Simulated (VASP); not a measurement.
The system is MgS.

```
CELL_PARAMETERS angstrom
4.03462 0.00000 0.00000
-2.01731 3.49409 0.00000
0.00000 0.00000 6.43229
ATOMIC_POSITIONS crystal
S 0.66667 0.33333 0.87924
S 0.33333 0.66667 0.37924
Mg 0.33333 0.66667 0.99575
Mg 0.66667 0.33333 0.49575
```

Base run:

- Program: VASP 6.6.1
- Functional: r2SCAN
- Potentials or basis: VASP PAW PBE potentials, release 64 (S, Mg)
- Cutoff: 520 eV
- k mesh: 8 × 8 × 4
- Occupations: fermi-dirac, width 0.05 eV
- Spin: no spin polarisation

Its results: band gap on the k mesh 4.10 eV; pressure -0.3 GPa; largest force 0.057 eV/Å.

Q: The run is repeated on the same cell with these changes: functional from r2SCAN to PBE0; k mesh from 8 × 8 × 4 to 6 × 6 × 4. What comes out?

A: Band gap on the k mesh 5.17 eV; pressure -0.2 GPa; largest force 0.053 eV/Å.

Several settings changed at once.

Caveats: the PAW data sets were made with another functional, which shifts forces and pressure a little.

